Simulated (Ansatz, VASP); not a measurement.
One calculation of HfN, two programs

```
CELL_PARAMETERS angstrom
0.00000 2.48713 2.48713
2.48713 0.00000 2.48713
2.48713 2.48713 0.00000
ATOMIC_POSITIONS crystal
Hf 0.00000 0.00000 0.00000
N 0.25000 0.25000 0.25000
```

Alike in both runs: task single point; functional LDA; k mesh 9 × 9 × 9; occupations fermi-dirac, width 0.05 eV; no spin polarisation.

|  | VASP | Ansatz |
| --- | --- | --- |
| version | VASP 6.6.1 | Ansatz 0.2.0 |
| potentials or method | VASP PAW LDA potentials, release 64 (Hf_pv, N) | Ansatz PAW |
| plane-wave cutoff (eV) | 520 | 420 |
| valence electrons in the cell | 15 | 31 |

```csv
,VASP,Ansatz,Ansatz less VASP
gap on the k mesh at the Fermi level (eV),none,none,-
pressure (GPa),-16.3,-15.9,+0.44
```

LDA's correlation is that of Perdew and Zunger in VASP and of Perdew and Wang (1992) in Ansatz. A gap of «none» marks a metal or a gap that the smearing closes. VASP's potentials hold 15 valence electrons a cell and Ansatz's 31, so a difference there can come from the potentials and not from the codes.

Spin-orbit coupling is off throughout.
